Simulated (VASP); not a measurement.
## Pt: single point with PBE

The system is Pt.

```
Pt
1.0
     2.80729    0.00000    0.00000
     0.00000    2.80729    0.00000
     1.40365    1.40365    1.98506
Pt
1
Direct
  0.00000 0.00000 0.00000
```

```json
{"Program": "VASP 6.6.1", "Task": "single point", "Functional": "PBE", "Potentials or basis": "VASP PAW PBE potentials, release 64 (Pt)", "Cutoff": "520 eV", "k mesh": "12 × 12 × 17", "Occupations": "gaussian, width 0.1 eV", "Spin": "no spin polarisation", "Dipole correction": "no", "Further INCAR settings": "ALGO = Fast; EDIFF = 1e-06; NBANDS = 11; ISYM = 0"}
```

```
Pressure               : -0.4 GPa
Band gap on the k mesh : zero (band 5 reaches 11.03 eV, above the bottom of band 6 at 8.94 eV)
```

Levels at points of the mesh, in eV from the Fermi level:
```
           k point  band 3  band 4  band 5  band 6  band 7  band 8
(0.00, 0.00, 0.00)   -3.57   -3.57   -1.54   -1.54   14.73   19.49
(0.50, 0.00, 0.00)   -3.63   -0.33    0.03    0.03    5.57   14.29
(0.00, 0.50, 0.00)   -3.63   -0.33    0.03    0.03    5.57   14.29
(0.50, 0.50, 0.00)    0.00    0.45    0.46    1.85    8.49   11.27
```

Wall time 120 s on 1 thread of Intel(R) Xeon(R) Platinum 8259CL CPU @ 2.50GHz (Skylake/Cascade Lake), with other jobs on the host, peak memory 0.33 GiB.

Caveat: spin-orbit coupling is left out, which moves the levels of the heavy elements.
